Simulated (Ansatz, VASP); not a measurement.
## Al2O3: VASP beside Ansatz

File INCAR:

```
PREC = Accurate ; ENCUT = 520
EDIFF = 1E-6 ; ISMEAR = 0
SIGMA = 0.05 ; LREAL = False
LASPH = True ; NELM = 60
ALGO = Normal ; ISIF = 2
LWAVE = False ; LCHARG = False
GGA = PE ; NBANDS = 35
```

KPOINTS

```
Automatic mesh
0
Gamma
  6 6 6
```

Contents of POSCAR:

```
Al2O3
1.0
    2.4029024788      1.3873163930      4.6116504374
   -2.4029024788      1.3873163930      4.6116504374
    0.0000000000     -2.7746327860      4.6116504374
Al O
4 6
Direct
    0.8521293568      0.8521293568      0.8521293568
    0.6478706432      0.6478706432      0.6478706432
    0.1478706432      0.1478706432      0.1478706432
    0.3521293568      0.3521293568      0.3521293568
    0.0561574040      0.4438425960      0.7500000000
    0.7500000000      0.0561574040      0.4438425960
    0.4438425960      0.7500000000      0.0561574040
    0.9438425960      0.5561574040      0.2500000000
    0.2500000000      0.9438425960      0.5561574040
    0.5561574040      0.2500000000      0.9438425960
```

Input for Ansatz:

```yaml
crystal:
  lattice:
    - [2.4029024788, 1.387316393, 4.6116504374]
    - [-2.4029024788, 1.387316393, 4.6116504374]
    - [0.0, -2.774632786, 4.6116504374]
  atoms:
    - { symbol: Al, position: [0.8521293568, 0.8521293568, 0.8521293568] }
    - { symbol: Al, position: [0.6478706432, 0.6478706432, 0.6478706432] }
    - { symbol: Al, position: [0.1478706432, 0.1478706432, 0.1478706432] }
    - { symbol: Al, position: [0.3521293568, 0.3521293568, 0.3521293568] }
    - { symbol: O, position: [0.056157404, 0.443842596, 0.75] }
    - { symbol: O, position: [0.75, 0.056157404, 0.443842596] }
    - { symbol: O, position: [0.443842596, 0.75, 0.056157404] }
    - { symbol: O, position: [0.943842596, 0.556157404, 0.25] }
    - { symbol: O, position: [0.25, 0.943842596, 0.556157404] }
    - { symbol: O, position: [0.556157404, 0.25, 0.943842596] }
basis:
  ecutwfc: 520.0
kpoints:
  mp_grid: { grid: [6, 6, 6] }
hamiltonian:
  xc: pbe
  pseudopotentials: { kind: paw, azcp: { folder: soft_1 } }
scf:
  occupations: { method: gaussian, width: 0.05 }
output:
  forces: true
  stress: true
  eigenvalues: true
```

Alike in both runs: task single point; functional PBE; k mesh 6 × 6 × 6; occupations gaussian, width 0.05 eV; no spin polarisation.

|  | VASP | Ansatz |
| --- | --- | --- |
| version | VASP 6.6.1 | Ansatz 0.2.0 |
| potentials or method | VASP PAW PBE potentials, release 64 (Al, O), cutoff 520 eV | scalar-relativistic, plane waves, PAW |
| valence electrons in the cell | 48 | 48 |

Ansatz gave:

* gap on the k mesh at the Fermi level (eV): 5.06
* least direct gap on the mesh (eV): 5.06
* pressure (GPa): -10.1
* traceless stress, the component that is largest in VASP (GPa): -12.72
* rms of the force components (eV/Å): 0.078

Q: Which values does VASP return?

A: gap on the k mesh at the Fermi level (eV): 5.05; least direct gap on the mesh (eV): 5.05; pressure (GPa): -10.2; traceless stress, the component that is largest in VASP (GPa): -12.75; rms of the force components (eV/Å): 0.077.

Atom by atom the forces differ by 0.001 eV/Å (rms over components).
